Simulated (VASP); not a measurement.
Wanted: the native input for a VASP 6.6.1 run.

```
Task                   : single point
Functional             : LDA
Potentials or basis    : VASP PAW LDA potentials, release 64 (Cd_sv_GW)
Cutoff                 : 630 eV
k mesh                 : 8 × 8 × 4
Occupations            : fermi-dirac, width 0.1 eV
Spin                   : no spin polarisation
Dipole correction      : no
Further INCAR settings : ALGO = Normal; EDIFF = 1e-06; NBANDS = 27
```

The structure of Cd lies in POSCAR:

```
Cd
1.0
    2.8818641727      0.0000000000      0.0000000000
   -1.4409320863      2.4957675838      0.0000000000
    0.0000000000      0.0000000000      5.6383707528
Cd
2
Direct
    0.3333333333      0.6666666667      0.2500000000
    0.6666666667      0.3333333333      0.7500000000
```

One way to write it, as run:

INCAR

```
SYSTEM = Cd
  PREC = Accurate
  ENCUT = 630
  EDIFF = 1E-6
  ISMEAR = -1
  SIGMA = 0.1
  LREAL = .False.
  LASPH = .True.
  NELM = 120
  ALGO = Normal
  ISIF = 2
  LWAVE = .False.
  LCHARG = .False.
  NBANDS = 27
  GGA_COMPAT = .False.
```

KPOINTS

```
Automatic mesh
0
Gamma
  8 8 4
  0 0 0
```

Potentials or basis: VASP PAW LDA potentials, release 64 (Cd_sv_GW).

Run with:

```sh
$ cat potpaw_LDA.64/Cd_sv_GW/POTCAR > POTCAR
$ mpirun -np 1 vasp_std > vasp.out
```

It gave:

The pressure is 0.4 GPa. The band gap on the k mesh is zero (bands 20 and 21 overlap by 4.16 eV).

Run time: 24 s on 1 thread of AMD EPYC 9R45 96-Core Processor (Zen 5), with other jobs on the host, peak memory 0.15 GiB.
